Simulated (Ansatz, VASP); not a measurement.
## One calculation of Cu, two programs

File INCAR:

```
  ALGO = Normal
  EDIFF = 1E-7
  EDIFFG = -0.01
  ENCUT = 820
  GGA = RP
  GGA_COMPAT = False
  IBRION = 2
  ISIF = 3
  ISMEAR = -1
  LASPH = True
  LCHARG = False
  LREAL = False
  LWAVE = False
  NELM = 120
  NELMIN = 4
  NSW = 60
  PREC = Accurate
  SIGMA = 0.05
```

KPOINTS

```
k-points
0
Gamma
  12 12 7
```

POSCAR

```
Cu
1.0
    2.5340966698      0.0000000000      0.0000000000
   -1.2670483349      2.1945920917      0.0000000000
    0.0000000000      0.0000000000      4.1125710000
Cu
2
Direct
    0.6666666667      0.3333333333      0.7500000000
    0.3333333333      0.6666666667      0.2500000000
```

File input.yaml:

```yaml
crystal:
  lattice:
    - [2.5340966698, 0.0, 0.0]
    - [-1.2670483349, 2.1945920917, 0.0]
    - [0.0, 0.0, 4.112571]
  atoms:
    - { symbol: Cu, position: [0.6666666667, 0.3333333333, 0.75] }
    - { symbol: Cu, position: [0.3333333333, 0.6666666667, 0.25] }
hamiltonian:
  xc: rpbe
  pseudopotentials: { kind: paw }
kpoints:
  mp_grid: { grid: [12, 12, 7] }
scf:
  occupations: { method: fermi_dirac, width: 0.05 }
output:
  forces: true
  stress: true
  eigenvalues: true
relax:
  f_tol: 0.01
  max_steps: 40
  cell: { stress_tol: 0.05 }
```

Alike in both runs: task relaxation of cell and atoms; functional RPBE; k mesh 12 × 12 × 7; occupations fermi-dirac, width 0.05 eV; no spin polarisation.

|  | VASP | Ansatz |
| --- | --- | --- |
| version | VASP 6.6.1 | Ansatz 0.2.0 |
| potentials or method | VASP PAW PBE potentials, release 64 (Cu_sv_GW) | Ansatz PAW |
| plane-wave cutoff (eV) | 820 | 420 |
| valence electrons in the cell | 38 | 38 |

|  | VASP | Ansatz | Ansatz less VASP |
| --- | --- | --- | --- |
| gap on the k mesh at the Fermi level, each at its own relaxed structure (eV) | none | none | - |
| relaxed volume (Å³/atom) | 12.19 | 12.42 | +0.230 |
| relaxed length of the cell vector where the two differ most in proportion (Å) | 2.588 | 2.606 | +0.0177 |

VASP's potentials were made for PBE, not for RPBE. A gap of «none» marks a metal or a gap that the smearing closes.

Noted on Ansatz's run: the plane-wave basis is chosen anew once the cell has moved, so the energies of steps on either side of that aren't comparable.
